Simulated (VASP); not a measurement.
# Ge16N (a cell with a defect) in VASP: a series of runs

Ge16N (a cell with a defect) is run at these levels: PBE; tasks: single point.

Program: VASP 6.6.1. These are calculated values, not measurements. Logs are shortened: lines on timing, memory, paths and dates and some standing lists are left out, and cuts for length are marked.

### 1 The cell of the first run

The cell holds a defect, 17 atoms: a = 8.004 Å, b = 8.004 Å, c = 8.004 Å, α = 60.00°, β = 60.00°, γ = 60.00°.

### 2 Single point, PBE

File INCAR:

```
SYSTEM = Ge16N
PREC     = Accurate       ! precision mode
ENCUT    = 520            ! plane-wave cutoff, eV
EDIFF    = 1E-7           ! SCF threshold, eV
ISMEAR   = -1             ! smearing method
SIGMA    = 0.05           ! smearing width, eV
LREAL    = Auto         
LASPH    = .True.         ! aspherical terms in the spheres
NELM     = 60             ! most SCF steps
ALGO     = Normal         ! electronic algorithm
ISIF     = 2              ! what is computed and relaxed
LWAVE    = .False.        ! write WAVECAR
LCHARG   = .True.         ! write CHGCAR
GGA      = PE             ! functional
LELF     = .True.         ! ELF
LVHAR    = .True.       
NBANDS   = 128            ! bands
```

File KPOINTS:

```
Automatic mesh
0
Gamma
  2 2 2
  0 0 0
```

File POSCAR:

```
Ge16N
1.0
    0.0000000000      5.6600000000      5.6600000000
    5.6600000000      0.0000000000      5.6600000000
    5.6600000000      5.6600000000      0.0000000000
Ge N
16 1
Direct
   -0.0275795053     -0.0174381625      0.0763780919
    0.1291519435      0.1937809187      0.0518551237
    0.0701325088     -0.0621819788      0.4284363958
    0.0965371025      0.0846113074      0.6966961131
   -0.0866607774      0.5522791519      0.0281448763
    0.1214840989      0.5658657244      0.1536925795
   -0.0004946996      0.4926678445      0.5200883392
    0.1560335689      0.5694081272      0.6603798587
    0.5486042403     -0.0079858657     -0.0382862191
    0.5893727915      0.1618639576      0.1179063604
    0.4536484099      0.0491607774      0.5249911661
    0.6870759717      0.1347968198      0.5667579505
    0.4685512367      0.5331978799     -0.0545583039
    0.4860600707      0.6417491166      0.1970494700
    0.5274204947      0.4720848057      0.5471908127
    0.6276855124      0.6959010601      0.5806890459
    1.0769081272      0.7757420495      0.2682685512
```

Potentials or basis: VASP PAW PBE potentials, release 64 (Ge_d, N).

Command:

```console
$ cat potpaw_PBE.64/Ge_d/POTCAR potpaw_PBE.64/N/POTCAR > POTCAR
$ mpirun -np 1 vasp_std > vasp.out
```

OUTCAR:

```text
SYSTEM = Ge16N
   PREC = Accurate
   ENCUT = 520
   EDIFF = 1E-7
   ISMEAR = -1
   LREAL = Auto
   LASPH = .True.
   NELM = 60
   ISIF = 2
   GGA = PE

 ion  position               nearest neighbor table
   1  0.972  0.983  0.076-  17 1.78   2 2.45   4 2.49  10 2.57   6 2.76
   2  0.129  0.194  0.052-   1 2.45   5 2.47   3 2.62   9 2.78
   3  0.070  0.938  0.428-  17 2.20   8 2.53  12 2.57   2 2.62
   4  0.097  0.085  0.697-  11 2.41   1 2.49   7 2.69
   5  0.913  0.552  0.028-   6 2.40   2 2.47   8 2.57  14 2.82
   6  0.121  0.566  0.154-  17 2.10  13 2.38   5 2.40   7 2.43   1 2.76
   7  1.000  0.493  0.520-  17 2.27   6 2.43   8 2.46  16 2.50   4 2.69
   8  0.156  0.569  0.660-  15 2.44   7 2.46   3 2.53   5 2.57
   9  0.549  0.992  0.962-  10 2.46  12 2.58  14 2.62   2 2.78
  10  0.589  0.162  0.118-  13 2.46   9 2.46   1 2.57  11 2.67
  11  0.454  0.049  0.525-  16 2.36   4 2.41  12 2.49  10 2.67
  12  0.687  0.135  0.567-  15 2.30  11 2.49   3 2.57   9 2.58
  13  0.469  0.533  0.945-   6 2.38  16 2.45  10 2.46  14 2.64
  14  0.486  0.642  0.197-  15 2.55   9 2.62  13 2.64   5 2.82
  15  0.527  0.472  0.547-  12 2.30   8 2.44  16 2.46  14 2.55
  16  0.628  0.696  0.581-  11 2.36  13 2.45  15 2.46   7 2.50
  17  0.077  0.776  0.268-   1 1.78   6 2.10   3 2.20   7 2.27

  LATTYP: Found a face centered cubic cell.
 ALAT       =    11.3200000000

  Lattice vectors:

 A1 = (   0.0000000000,   5.6600000000,   5.6600000000)
 A2 = (   5.6600000000,   0.0000000000,   5.6600000000)
 A3 = (   5.6600000000,   5.6600000000,   0.0000000000)

Analysis of symmetry for initial positions (statically):
=====================================================================
 Subroutine PRICEL returns:
 Original cell was already a primitive cell.

 Routine SETGRP: Setting up the symmetry group for a
 face centered cubic supercell.

 Subroutine GETGRP returns: Found  1 space group operations
 (whereof  1 operations were pure point group operations)
 out of a pool of 48 trial point group operations.

The static configuration has the point symmetry C_1 .

Analysis of symmetry for dynamics (positions and initial velocities):
=====================================================================
 Subroutine PRICEL returns:
 Original cell was already a primitive cell.

 Routine SETGRP: Setting up the symmetry group for a
 face centered cubic supercell.

 Subroutine GETGRP returns: Found  1 space group operations
 (whereof  1 operations were pure point group operations)
 out of a pool of 48 trial point group operations.

The dynamic configuration has the point symmetry C_1 .
[... 118 lines left out ...]
   ISIF   =      2    stress and relaxation
   ISYM   =      2    0-nonsym 1-usesym 2-fastsym
   POTIM  = 0.5000    time-step for ionic-motion
   TEBEG  =    0.0;   TEEND  =   0.0 temperature during run
   PSTRESS=    0.0 pullay stress
   NELECT =     229.0000    total number of electrons
   NUPDOWN=      -1.0000    fix difference up-down
   EMIN   =  10.00;   EMAX   =-10.00  energy-range for DOS
   EFERMI =   0.00;   METHOD = LEGACY
   ISMEAR =    -1;   SIGMA  =   0.05  broadening in eV -4-tet -1-fermi 0-gaus
   EFERMI_NEDOS =   21; number of points for ismear=-14 and -15
   IALGO  =     38    algorithm
   IMIX   =      4    mixing-type and parameters
     AMIX     =   0.40;   BMIX     =  1.00
     AMIX_MAG =   1.60;   BMIX_MAG =  1.00
  volume/ion in A,a.u.               =      21.33       143.96
  Fermi-wavevector in a.u.,A,eV,Ry     =   1.404517  2.654152 26.839765  1.972667
  Thomas-Fermi vector in A             =   2.527070
   LORBIT       =      0    0 simple, 1 ext, 2 COOP (PROOUT), +10 PAW based schemes
   GGA     = PE    functional components
   LHFCALC =     F    Hartree Fock is set to
   AEXX    =    0.0000 exact exchange contribution
   IVDW    =     0    specifies the selected vdW correction
   LEPSILON=     F    determine dielectric tensor
   LRPA    =     F    only Hartree local field effects (RPA)
 non-spin polarized calculation
  energy-cutoff  :      520.00
  volume of cell :      362.64
 maximum number of plane-waves:      9841
 NGX is ok and might be reduce to    60
   NGX = 29   NGY = 29   NGZ = 29

 number of electron     228.9999975 magnetization

 Free energy of the ion-electron system (eV)
  ---------------------------------------------------
  ext. energy  EPLUGINS =         0.00000000
  ---------------------------------------------------
  free energy    TOTEN  =       -73.23018119 eV

  energy without entropy =      -73.16943494  energy(sigma->0) =      -73.19980807

 E-fermi :   4.8456     XC(G=0): -10.1661

 val. band max:        4.7980693219   @ k =   0.0000   0.0000   0.5000
 cond. band min:       4.8601342957   @ k =   0.5000   0.5000   0.5000
 fundamental gap:      0.0620649738
 Fermi energy:         4.8455556949

 k-point     1 :       0.0000    0.0000    0.0000
  band No.  band energies     occupation
      1     -19.9717      2.00000
      2     -19.9264      2.00000
      3     -19.9180      2.00000
      4     -19.8888      2.00000
      5     -19.8874      2.00000
      6     -19.8768      2.00000
[... 1021 lines left out ...]
    125       8.5114      0.00000
    126       8.6793      0.00000
 [bands above 126 left out]

------------------------ aborting loop because EDIFF is reached ----------------------------------------

  FORCE on cell =-STRESS in cart. coord.  units (eV):
  Direction    XX          YY          ZZ          XY          YZ          ZX
  --------------------------------------------------------------------------------------
  -------------------------------------------------------------------------------------
  Total        8.4863195     10.0132976     11.0147768     -2.2788506     -3.0762426      2.2468321
  in kB       37.4930416     44.2393174     48.6639094    -10.0680914    -13.5910146      9.9266319
  external PRESSURE =      43.4654228 kB  Pullay stress =       0.0000000 kB

 VOLUME and BASIS-vectors are now :
 -----------------------------------------------------------------------------
  energy-cutoff  :      520.00
  volume of cell :      362.64
      direct lattice vectors                 reciprocal lattice vectors
     0.000000000  5.660000000  5.660000000    -0.088339223  0.088339223  0.088339223
     5.660000000  0.000000000  5.660000000     0.088339223 -0.088339223  0.088339223
     5.660000000  5.660000000  0.000000000     0.088339223  0.088339223 -0.088339223

 POSITION                                       TOTAL-FORCE (eV/Angst)
 -----------------------------------------------------------------------------------
      5.99360      5.93620     11.06520         0.228857     -2.517139      0.677844
      1.39030      1.02450      1.82780        -0.060525      0.778004      0.569951
      7.73300      2.82190      5.70500         0.343392     -0.093267      0.102178
      4.42220      4.48970      1.02530        -0.044171     -0.883484     -0.218817
      3.28520      5.32880      8.29540        -0.266787     -0.624470     -0.070107
      4.07270      1.55750      3.89040        -0.005589      0.210840     -0.264689
[... 9 lines left out ...]
      7.22550      6.83940      7.49150        -0.962868      1.032287     -0.427577
      5.90910      1.95370      4.82600         0.066080      1.395859     -0.504490
 -----------------------------------------------------------------------------------
    total drift:                               -0.003379     -0.000151     -0.000442

  FREE ENERGIE OF THE ION-ELECTRON SYSTEM (eV)
  ---------------------------------------------------
  free  energy   TOTEN  =       -73.2301811949 eV

  energy  without entropy=      -73.1694349419  energy(sigma->0) =      -73.19980807
```

stdout:

```text
POSCAR found type information on POSCAR GeN
 POSCAR found :  2 types and      17 ions
 scaLAPACK will be used
 LDA part: xc-table for (Slater+PW92), standard interpolation
 POSCAR, INCAR and KPOINTS ok, starting setup
 FFT: planning ... GRIDC
 FFT: planning ... GRID_SOFT
 FFT: planning ... GRID
 WAVECAR not read
 entering main loop
```

It took 8.6 min on 1 thread of Intel Xeon 6975P-C (Granite Rapids), shared host; peak memory 0.61 GiB.

Results:

```
Free energy            : -73.2302 eV
Pressure               : 4.3 GPa
Largest force          : 2.617 eV/Å
Band gap on the k mesh : zero (an odd number of electrons rules out a gap without spin polarisation)
```

Forces in eV/Å, atoms in the order of the input:
```
Ge   0.229 -2.517  0.678
Ge  -0.061  0.778  0.570
Ge   0.343 -0.093  0.102
Ge  -0.044 -0.883 -0.219
Ge  -0.267 -0.624 -0.070
Ge  -0.006  0.211 -0.265
Ge  -0.021  0.427 -0.610
Ge   1.055  0.203 -0.278
Ge   0.332 -0.469 -0.735
Ge   0.235  0.808 -0.393
Ge  -0.355 -0.991  1.307
Ge  -1.176  1.396 -0.951
Ge   0.248  1.213  0.288
Ge  -0.508 -0.806  0.925
Ge   0.891 -1.079  0.582
Ge  -0.963  1.032 -0.428
N    0.066  1.396 -0.504
```

Caveat: the k points lie up to 0.48 Å⁻¹ apart, too coarse for converged energies and pressures of a metal.

(Continued in part 2 of 2.)

The gap in the log of VASP goes by the Fermi energy; the results here count the filled bands.